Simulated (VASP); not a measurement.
# Ge (P4_2/mcm) in VASP: relaxation of cell and atoms with PBE

Aim: the relaxation of cell and atoms of Ge with PBE.

Program: VASP 6.6.1. These are calculated values, not measurements. Logs are shortened: lines on timing, memory, paths and dates and some standing lists are left out, and cuts for length are marked.

### 1 The cell of the first run

It takes space group P4_2/mcm (No. 132, tetragonal). Conventional cell: a = 6.518 Å, b = 6.518 Å, c = 4.402 Å, α = 90.00°, β = 90.00°, γ = 90.00°. Ge (site symmetry m) has 4 Ge at 2.26 to 2.59 Å within 3.0 Å.

The cell was built from a structure type or drawn by symmetry, and may not be a known phase.

### 2 Relaxation of cell and atoms, PBE

File INCAR:

```
PREC = Accurate ; ENCUT = 600
EDIFF = 1E-6 ; ISMEAR = 0
SIGMA = 0.1 ; LREAL = F
LASPH = T ; NELM = 80
ALGO = Normal ; ISIF = 3
LWAVE = F ; LCHARG = F
GGA = PE ; IBRION = 2
NSW = 90 ; EDIFFG = -0.04
```

File KPOINTS:

```
Automatic mesh
0
Gamma
  4 4 4
```

File POSCAR:

```
Ge
1.0
    6.5182230800      0.0000000000      0.0000000000
    0.0000000000      6.5182230800      0.0000000000
    0.0000000000      0.0000000000      4.4023389100
Ge
8
Direct
    0.3138119800      0.9311950100      0.5000000000
    0.6861880200      0.9311950100      0.0000000000
    0.6861880200      0.0688049900      0.5000000000
    0.9311950100      0.6861880200      0.0000000000
    0.9311950100      0.3138119800      0.5000000000
    0.3138119800      0.0688049900      0.0000000000
    0.0688049900      0.3138119800      0.0000000000
    0.0688049900      0.6861880200      0.5000000000
```

Potentials or basis: VASP PAW PBE potentials, release 64 (Ge_d).

Launch:

```sh
$ cat potpaw_PBE.64/Ge_d/POTCAR > POTCAR
$ mpirun -np 1 vasp_std > vasp.out
```

OUTCAR:

```text
PREC = Accurate
   ENCUT = 600
   EDIFF = 1E-6
   ISMEAR = 0
   LREAL = F
   LASPH = T
   NELM = 80
   ISIF = 3
   GGA = PE
   IBRION = 2
   NSW = 90
   EDIFFG = -0.04

 ion  position               nearest neighbor table
   1  0.314  0.931  0.500-   8 2.26   6 2.38   6 2.38   3 2.59
   2  0.686  0.931  0.000-   4 2.26   3 2.38   3 2.38   6 2.59
   3  0.686  0.069  0.500-   5 2.26   2 2.38   2 2.38   1 2.59
   4  0.931  0.686  0.000-   2 2.26   8 2.38   8 2.38   7 2.59
   5  0.931  0.314  0.500-   3 2.26   7 2.38   7 2.38   8 2.59
   6  0.314  0.069  0.000-   7 2.26   1 2.38   1 2.38   2 2.59
   7  0.069  0.314  0.000-   6 2.26   5 2.38   5 2.38   4 2.59
   8  0.069  0.686  0.500-   1 2.26   4 2.38   4 2.38   5 2.59

  LATTYP: Found a simple tetragonal cell.
 ALAT       =     6.5182230800
 C/A-ratio  =     0.6753894207

  Lattice vectors:

 A1 = (   6.5182230800,   0.0000000000,   0.0000000000)
 A2 = (   0.0000000000,   6.5182230800,   0.0000000000)
 A3 = (   0.0000000000,   0.0000000000,   4.4023389100)

Analysis of symmetry for initial positions (statically):
=====================================================================
 Subroutine PRICEL returns:
 Original cell was already a primitive cell.

 Routine SETGRP: Setting up the symmetry group for a
 simple tetragonal supercell.

 Subroutine GETGRP returns: Found 16 space group operations
 (whereof  8 operations were pure point group operations)
 out of a pool of 16 trial point group operations.

The static configuration has the point symmetry D_2h.
 The point group associated with its full space group is D_4h.

Analysis of symmetry for dynamics (positions and initial velocities):
=====================================================================
 Subroutine PRICEL returns:
 Original cell was already a primitive cell.

 Routine SETGRP: Setting up the symmetry group for a
 simple tetragonal supercell.

 Subroutine GETGRP returns: Found 16 space group operations
 (whereof  8 operations were pure point group operations)
 out of a pool of 16 trial point group operations.

The dynamic configuration has the point symmetry D_2h.
 The point group associated with its full space group is D_4h.

 Subroutine INISYM returns: Found 16 space group operations
 (whereof  8 operations are pure point group operations),
 and found     1 'primitive' translations

----------------------------------------------------------------------------------------

                                     Primitive cell

  volume of cell :     187.0432

  direct lattice vectors                    reciprocal lattice vectors
     6.518223080  0.000000000  0.000000000     0.153416044  0.000000000  0.000000000
     0.000000000  6.518223080  0.000000000     0.000000000  0.153416044  0.000000000
     0.000000000  0.000000000  4.402338910     0.000000000  0.000000000  0.227151980

  length of vectors
     6.518223080  6.518223080  4.402338910     0.153416044  0.153416044  0.227151980

  position of ions in fractional coordinates (direct lattice)
     0.313811980  0.931195010  0.500000000
     0.686188020  0.931195010  0.000000000
     0.686188020  0.068804990  0.500000000
     0.931195010  0.686188020  0.000000000
     0.931195010  0.313811980  0.500000000
     0.313811980  0.068804990  0.000000000
     0.068804990  0.313811980  0.000000000
     0.068804990  0.686188020  0.500000000

  ion indices of the primitive-cell ions
   primitive index   ion index
                 1           1
                 2           2
                 3           3
                 4           4
                 5           5
                 6           6
                 7           7
                 8           8

----------------------------------------------------------------------------------------

 KPOINTS: Automatic mesh

Automatic generation of k-mesh.
 Grid dimensions read from file:
 generate k-points for:    4    4    4

 Generating k-lattice:

  Cartesian coordinates                     Fractional coordinates (reciprocal lattice)
     0.038354011  0.000000000  0.000000000     0.250000000  0.000000000  0.000000000
     0.000000000  0.038354011  0.000000000     0.000000000  0.250000000  0.000000000
     0.000000000  0.000000000  0.056787995     0.000000000  0.000000000  0.250000000

  Length of vectors
     0.038354011  0.038354011  0.056787995

  Shift w.r.t. Gamma in fractional coordinates (k-lattice)
     0.000000000  0.000000000  0.000000000

 Subroutine IBZKPT returns following result:
 ===========================================

 Found     18 irreducible k-points:

 Following reciprocal coordinates:
            Coordinates               Weight
  0.000000  0.000000  0.000000      1.000000
  0.250000  0.000000  0.000000      4.000000
  0.500000  0.000000  0.000000      2.000000
  0.250000  0.250000  0.000000      4.000000
  0.500000  0.250000  0.000000      4.000000
  0.500000  0.500000  0.000000      1.000000
[... 10 lines left out ...]
  0.500000  0.250000  0.500000      4.000000
  0.500000  0.500000  0.500000      1.000000
   k-points           NKPTS =     18   k-points in BZ     NKDIM =     18   number of bands    NBANDS=     67
   number of dos      NEDOS =    301   number of ions     NIONS =      8
   total plane-waves  NPLWV = 104976
   dimension x,y,z NGX =    54 NGY =   54 NGZ =   36
   dimension x,y,z NGXF=   108 NGYF=  108 NGZF=   72
   ions per type =               8
   NGX,Y,Z   is equivalent  to a cutoff of  13.77, 13.77, 13.59 a.u.
   NGXF,Y,Z  is equivalent  to a cutoff of  27.55, 27.55, 27.19 a.u.
 SYSTEM =  unknown system
   PREC   = accura    normal or accurate (medium, high low for compatibility)
   ISTART =      0    job   : 0-new  1-cont  2-samecut
   ICHARG =      2    charge: 1-file 2-atom 10-const
   ISPIN  =      1    spin polarized calculation?
   LNONCOLLINEAR =      F non collinear calculations
   LSORBIT =      F    spin-orbit coupling
   LASPH  =      T    aspherical Exc in radial PAW
   ENCUT  =  600.0 eV  44.10 Ry    6.64 a.u.  13.02 13.02  8.79*2*pi/ulx,y,z
   NELM   =     80;   NELMIN=  2; NELMDL= -5     # of ELM steps
   EDIFF  = 0.1E-05   stopping-criterion for ELM
   LREAL  =      F    real-space projection
   EDIFFG = -.4E-01   stopping-criterion for IOM
   NSW    =     90    number of steps for IOM
   IBRION =      2    ionic relax: 0-MD 1-quasi-New 2-CG
   NFREE  =      1    steps in history (QN), initial steepest desc. (CG)
   ISIF   =      3    stress and relaxation
   ISYM   =      2    0-nonsym 1-usesym 2-fastsym
   POTIM  = 0.5000    time-step for ionic-motion
   TEBEG  =    0.0;   TEEND  =   0.0 temperature during run
   PSTRESS=    0.0 pullay stress
   NELECT =     112.0000    total number of electrons
   NUPDOWN=      -1.0000    fix difference up-down
   EMIN   =  10.00;   EMAX   =-10.00  energy-range for DOS
   EFERMI =   0.00;   METHOD = LEGACY
   ISMEAR =     0;   SIGMA  =   0.10  broadening in eV -4-tet -1-fermi 0-gaus
   EFERMI_NEDOS =   21; number of points for ismear=-14 and -15
   IALGO  =     38    algorithm
   IMIX   =      4    mixing-type and parameters
     AMIX     =   0.40;   BMIX     =  1.00
     AMIX_MAG =   1.60;   BMIX_MAG =  1.00
  volume/ion in A,a.u.               =      23.38       157.78
  Fermi-wavevector in a.u.,A,eV,Ry     =   1.379855  2.607548 25.905500  1.904001
  Thomas-Fermi vector in A             =   2.504786
   LORBIT       =      0    0 simple, 1 ext, 2 COOP (PROOUT), +10 PAW based schemes
   GGA     = PE    functional components
   LHFCALC =     F    Hartree Fock is set to
   AEXX    =    0.0000 exact exchange contribution
   IVDW    =     0    specifies the selected vdW correction
   LEPSILON=     F    determine dielectric tensor
   LRPA    =     F    only Hartree local field effects (RPA)
 conjugate gradient relaxation of ions
 non-spin polarized calculation
 Gauss-broadening in eV      SIGMA  =   0.10
  energy-cutoff  :      600.00
  volume of cell :      187.04
 maximum number of plane-waves:      6296
 NGX is ok and might be reduce to    54
   NGX = 27   NGY = 27   NGZ = 17

--------------------------------------- Ionic step        1  -------------------------------------------

 number of electron     112.0000027 magnetization

 Free energy of the ion-electron system (eV)
  ---------------------------------------------------
  ext. energy  EPLUGINS =         0.00000000
  ---------------------------------------------------
  free energy    TOTEN  =       -29.55887157 eV

  energy without entropy =      -29.54601710  energy(sigma->0) =      -29.55244433

 E-fermi :   4.3918     XC(G=0):  -9.5577

 val. band max:        4.3410724394   @ k =   0.2500   0.2500   0.5000
 cond. band min:       4.3945648617   @ k =   0.5000   0.5000   0.2500
 fundamental gap:      0.0534924223
 Fermi energy:         4.3918488652

 k-point     1 :       0.0000    0.0000    0.0000
  band No.  band energies     occupation
      1     -20.6394      2.00000
      2     -20.5376      2.00000
      3     -20.5154      2.00000
      4     -20.5154      2.00000
      5     -20.4836      2.00000
      6     -20.4351      2.00000
[... 1368 lines left out ...]
  FREE ENERGIE OF THE ION-ELECTRON SYSTEM (eV)
  ---------------------------------------------------
  free  energy   TOTEN  =       -31.7101570748 eV

  energy  without entropy=      -31.6969433937  energy(sigma->0) =      -31.70355023

[... ionic steps 4 to 37 ...]

--------------------------------------- Ionic step       38  -------------------------------------------

 number of electron     112.0000120 magnetization

------------------------ aborting loop because EDIFF is reached ----------------------------------------

  FORCE on cell =-STRESS in cart. coord.  units (eV):
  Direction    XX          YY          ZZ          XY          YZ          ZX
  --------------------------------------------------------------------------------------
  -------------------------------------------------------------------------------------
  Total        0.1696074      0.1696074     -0.2847005      0.0000000      0.0000000      0.0000000
  in kB        1.2507724      1.2507724     -2.0995288      0.0000000      0.0000000      0.0000000
  external PRESSURE =       0.1340054 kB  Pullay stress =       0.0000000 kB
[... 69 lines left out ...]
  energy  without entropy=      -33.3476913382  energy(sigma->0) =      -33.35668129

--------------------------------------- Ionic step       40  -------------------------------------------

 number of electron     112.0000112 magnetization

 Free energy of the ion-electron system (eV)
  ---------------------------------------------------
  ext. energy  EPLUGINS =         0.00000000
  ---------------------------------------------------
  free energy    TOTEN  =       -33.36619973 eV

  energy without entropy =      -33.34798014  energy(sigma->0) =      -33.35708993

 E-fermi :   3.2118     XC(G=0):  -8.8413

 val. band max:        3.2003052791   @ k =   0.5000   0.0000   0.2500
 cond. band min:       3.2198373714   @ k =   0.5000   0.5000   0.5000
 fundamental gap:      0.0195320923
 Fermi energy:         3.2117699551

 k-point     1 :       0.0000    0.0000    0.0000
  band No.  band energies     occupation
      1     -21.3765      2.00000
      2     -21.3364      2.00000
      3     -21.3159      2.00000
      4     -21.3159      2.00000
      5     -21.3116      2.00000
      6     -21.3055      2.00000
[... 1284 lines left out ...]
  FREE ENERGIE OF THE ION-ELECTRON SYSTEM (eV)
  ---------------------------------------------------
  free  energy   TOTEN  =       -33.3661997255 eV

  energy  without entropy=      -33.3479801418  energy(sigma->0) =      -33.35708993

 reached required accuracy - stopping structural energy minimisation
```

It took 85 min on 1 thread of Intel Xeon Platinum 8488C (Sapphire Rapids), shared host; peak memory 0.43 GiB.

Results:

```
Free energy                           : -33.3662 eV
Relaxed volume                        : 27.16 Å³/atom
Relaxed cell                          : a = 6.149 Å, b = 6.149 Å, c = 5.746 Å, α = 90.00°, β = 90.00°, γ = 90.00°
Space group after relaxing (to 0.1 Å) : P4/mmm (No. 123)
Energy gained by relaxing             : 475.9 meV/atom
Ionic steps                           : 40
Pressure after relaxing               : 0.0 GPa
Largest force after relaxing          : 0.023 eV/Å
Band gap on the k mesh                : zero (bands 56 and 57 overlap by 1.48 eV)
```

Forces in eV/Å, atoms in the order of the input:
```
Ge   0.022  0.005  0.000
Ge  -0.022  0.005  0.000
Ge  -0.022 -0.005  0.000
Ge   0.005 -0.022  0.000
Ge   0.005  0.022  0.000
Ge   0.022 -0.005  0.000
Ge  -0.005  0.022  0.000
Ge  -0.005 -0.022  0.000
```

Step by step:
```tsv
step	energy change (eV)	largest force (eV/Å)	pressure (GPa)	volume (Å³)
1	0.0000	1.2812	15.02	187.04
2	-2.0503	0.3399	-2.51	252.81
3	-2.1513	0.4549	-0.33	236.82
4	-2.1526	0.4417	-0.60	238.37
5	-2.2524	0.2308	-0.44	236.38
6	-2.2954	0.1620	-0.21	234.26
7	-2.3126	0.1658	0.00	232.54
8	-2.3257	0.2007	0.05	230.73
9	-2.3358	0.3035	0.36	227.10
10	-2.3448	0.3066	0.29	226.76
11	-2.3749	0.3192	0.38	225.73
12	-2.4491	0.3630	0.42	223.67
13	-2.6755	0.4964	0.70	219.49
14	-3.0563	0.7204	2.06	210.96
15	-2.3460	2.6681	10.69	193.32
16	-3.0537	0.8173	2.47	209.15
17	-3.1633	1.2241	5.04	201.30
18	-3.1420	1.3112	6.30	198.42
19	-3.1643	1.2545	5.39	200.41
20	-3.1591	1.2743	5.88	199.35
21	-3.1629	1.2721	5.90	199.26
22	-3.1708	1.2759	6.08	199.00
23	-3.1618	1.3552	6.44	198.46
24	-3.1721	1.2853	6.14	198.87
25	-3.1819	1.2735	6.11	199.02
26	-3.2107	1.2424	5.90	199.46
27	-3.2661	1.1789	5.51	200.36
28	-3.3674	1.0557	4.76	202.15
29	-3.5340	0.8289	3.45	205.76
30	-3.7380	0.4436	1.35	213.11
31	-3.7263	0.1896	-1.88	228.28
32	-3.7932	0.1218	-0.53	220.86
33	-3.7940	0.1449	-0.41	220.12
34	-3.7939	0.1600	-0.33	219.68
35	-3.7968	0.1461	-0.28	219.38
36	-3.8033	0.1045	-0.13	218.50
37	-3.8062	0.0174	0.11	216.73
38	-3.8068	0.0446	0.01	217.26
39	-3.8068	0.0413	0.08	217.21
40	-3.8073	0.0229	0.02	217.28
```

Final structure:
```
Ge
1.0
     6.14949    0.00000    0.00000
     0.00000    6.14949    0.00000
     0.00000    0.00000    5.74556
Ge
8
Direct
  0.29029 0.99992 0.50000
  0.70971 0.99992 0.00000
  0.70971 0.00008 0.50000
  0.99992 0.70971 0.00000
  0.99992 0.29029 0.50000
  0.29029 0.00008 0.00000
  0.00008 0.29029 0.00000
  0.00008 0.70971 0.50000
```

Caveat: the volume moved by over 15 % at a fixed basis, so the end points are rough.
